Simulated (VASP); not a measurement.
Wanted: the native input for a VASP 6.6.1 run.

* Task: single point
* Functional: LDA
* Potentials or basis: VASP PAW LDA potentials, release 64 (Ge_d)
* Cutoff: 520 eV
* k mesh: 8 × 8 × 3
* Occupations: fermi-dirac, width 0.05 eV
* Spin: no spin polarisation
* Dipole correction: no
* Further INCAR settings: ALGO = Normal; EDIFF = 1e-06; NBANDS = 36

The structure of Ge lies in POSCAR:

```
Ge
1.0
    4.1037054460      0.0000000000      0.0000000000
   -2.0518527230      3.5539131659      0.0000000000
    0.0000000000      0.0000000000     11.1380250504
Ge
4
Direct
    0.6666666667      0.3333333333      0.4148480000
    0.3333333333      0.6666666667      0.9148480000
    0.0000000000      0.0000000000      0.4774520000
    0.0000000000      0.0000000000      0.9774520000
```

This cell differs from its parent crystal: volume scaled by 1.04.

These files were run (other wordings do the same):

INCAR

```
SYSTEM = Ge
ALGO = Normal
EDIFF = 1E-6
ENCUT = 520
GGA = CA
ISIF = 2
ISMEAR = -1
LASPH = .True.
LCHARG = .False.
LREAL = .False.
LWAVE = .False.
NBANDS = 36
NELM = 60
PREC = Accurate
SIGMA = 0.05
```

KPOINTS

```
k-points
0
Gamma
  8 8 3
  0 0 0
```

Potentials or basis: VASP PAW LDA potentials, release 64 (Ge_d).

Launch:

```bash
$ cat potpaw_LDA.64/Ge_d/POTCAR > POTCAR
$ mpirun -np 1 vasp_std > vasp.out
```

It gave:

```json
{"Pressure": "-3.3 GPa", "Largest force": "0.350 eV/Å", "Band gap on the k mesh": "0.36 eV, indirect (least direct gap 0.51 eV)"}
```

Run time: 100 s on 1 thread of Intel(R) Xeon(R) Platinum 8259CL CPU @ 2.50GHz (Skylake/Cascade Lake), with other jobs on the host, peak memory 0.26 GiB.
